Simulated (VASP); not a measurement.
C, 2 atoms in the cell. It takes space group C2/m (No. 12, monoclinic). The conventional cell has a = 4.338 Å, b = 2.505 Å, c = 3.838 Å, α = 90.00°, β = 111.49°, γ = 90.00°. C (site symmetry m) has 3 C at 1.45 Å within 1.9 Å. 

| Item | Value |
| --- | --- |
| Program | VASP 6.6.1 |
| Task | single point |
| Functional | PBEsol |
| Potentials or basis | VASP PAW PBE potentials, release 64 (C) |
| Cutoff | 520 eV |
| k mesh | 14 × 14 × 8 |
| Occupations | gaussian, width 0.15 eV |
| Spin | no spin polarisation |
| Dipole correction | no |
| Further INCAR settings | ALGO = Normal; EDIFF = 1e-06; NBANDS = 11 |

Potentials or basis: VASP PAW PBE potentials, release 64 (C).

Run with:

```sh
$ cat potpaw_PBE.64/C/POTCAR > POTCAR
$ mpirun -np 1 vasp_std > vasp.out
```

Hardware: 1 thread of AMD EPYC 7R43 64-Core Processor (Zen 3), on a shared host.

How long does it take, and how much memory?

It took 70 s on 1 thread of AMD EPYC 7R43 64-Core Processor (Zen 3), with other jobs on the host, peak memory 0.14 GiB. Counts: scf iterations 11, k points 429.
